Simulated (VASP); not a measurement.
Set up this calculation in VASP 6.6.1, as the native input.

* Task: single point
* Functional: PBEsol
* Dispersion: D4
* Potentials or basis: VASP PAW PBE potentials, release 64 (Ti_sv)
* Cutoff: 500 eV
* k mesh: 9 × 9 × 4
* Occupations: gaussian, width 0.1 eV
* Spin: no spin polarisation
* Dipole correction: no
* Further INCAR settings: ALGO = Normal; EDIFF = 1e-06; NBANDS = 19

The structure of Ti lies in POSCAR:

```
Ti
1.0
    2.9000000000      0.0000000000      0.0000000000
   -1.4500000000      2.5114737000      0.0000000000
    0.0000000000      0.0000000000      4.6000000000
Ti
2
Direct
    0.3333333000      0.6666667000      0.2500000000
    0.6666667000      0.3333333000      0.7500000000
```

One way to write it, as run:

INCAR

```
SYSTEM = Ti
ALGO = Normal ; EDIFF = 1E-6
ENCUT = 500 ; GGA = PS
GGA_COMPAT = .FALSE. ; ISIF = 2
ISMEAR = 0 ; IVDW = 13
LASPH = .TRUE. ; LCHARG = .FALSE.
LREAL = .FALSE. ; LWAVE = .FALSE.
NBANDS = 19 ; NELM = 120
PREC = Accurate ; SIGMA = 0.1
```

KPOINTS

```
k-points
0
G
  9 9 4
  0 0 0
```

Potentials or basis: VASP PAW PBE potentials, release 64 (Ti_sv).

Command:

```console
$ cat potpaw_PBE.64/Ti_sv/POTCAR > POTCAR
$ mpirun -np 1 vasp_std > vasp.out
```

It gave:

The pressure is -1.7 GPa and the band gap on the k mesh is zero (bands 12 and 13 overlap by 0.99 eV). The dispersion energy per atom is -0.122 eV.

Caveat: the PAW data sets were made with another functional, which shifts forces and pressure a little.

It took 32 s on 1 thread of Intel Xeon 8259CL, with other jobs on the host, peak memory 0.16 GiB.
